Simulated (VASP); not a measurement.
Write the native input for VASP 6.6.1 that does the following.

- Task: single point
- Functional: r2SCAN
- Potentials or basis: VASP PAW PBE potentials, release 64 (Rb_sv)
- Cutoff: 520 eV
- k mesh: 4 × 4 × 2
- Occupations: fermi-dirac, width 0.1 eV
- Spin: no spin polarisation
- Dipole correction: no
- Further INCAR settings: ALGO = Normal; EDIFF = 1e-06; NBANDS = 16

The system is Rb.

```
CELL_PARAMETERS angstrom
5.10687 0.00000 0.00000
-2.55344 4.42268 0.00000
0.00000 0.00000 8.44789
ATOMIC_POSITIONS crystal
Rb 0.33333 0.66667 0.25000
Rb 0.66667 0.33333 0.75000
```

This isn't the form of Rb at room conditions, which is bcc.

These files were run (other wordings do the same):

POSCAR

```
Rb
1.0
    5.1068702501      0.0000000000      0.0000000000
   -2.5534351251      4.4226793704      0.0000000000
    0.0000000000      0.0000000000      8.4478947475
Rb
2
Direct
    0.3333333333      0.6666666667      0.2500000000
    0.6666666667      0.3333333333      0.7500000000
```

INCAR.step1

```
  PREC = Accurate
  ENCUT = 520
  ISMEAR = -1
  SIGMA = 0.1
  LREAL = False
  LASPH = True
  NELM = 100
  NBANDS = 16
  GGA = PE
  ALGO = Normal
  EDIFF = 1E-4
  LWAVE = True
  LCHARG = False
```

INCAR.step2

```
  PREC = Accurate
  ENCUT = 520
  EDIFF = 1E-6
  ISMEAR = -1
  SIGMA = 0.1
  LREAL = False
  LASPH = True
  NELM = 100
  ALGO = Normal
  ISIF = 2
  LWAVE = False
  LCHARG = False
  METAGGA = R2SCAN
  LMIXTAU = True
  NBANDS = 16
  ISTART = 1
```

KPOINTS

```
regular mesh
0
Gamma
  4 4 2
```

Potentials or basis: VASP PAW PBE potentials, release 64 (Rb_sv).

Launch:

```sh
$ cat potpaw_PBE.64/Rb_sv/POTCAR > POTCAR
$ cp INCAR.step1 INCAR
$ mpirun -np 1 vasp_std > vasp.out
$ cp INCAR.step2 INCAR
$ mpirun -np 1 vasp_std > vasp.out
```

It gave:

The pressure is 0.0 GPa. The band gap on the k mesh is zero (bands 9 and 10 overlap by 1.88 eV).

Caveat: the k points lie up to 0.37 Å⁻¹ apart, too coarse for converged energies and pressures of a metal; the PAW data sets were made with another functional, which shifts forces and pressure a little.

It took 85 s on 1 thread of AMD EPYC 9R45 96-Core Processor (Zen 5) (shared host), peak memory 0.3 GiB.
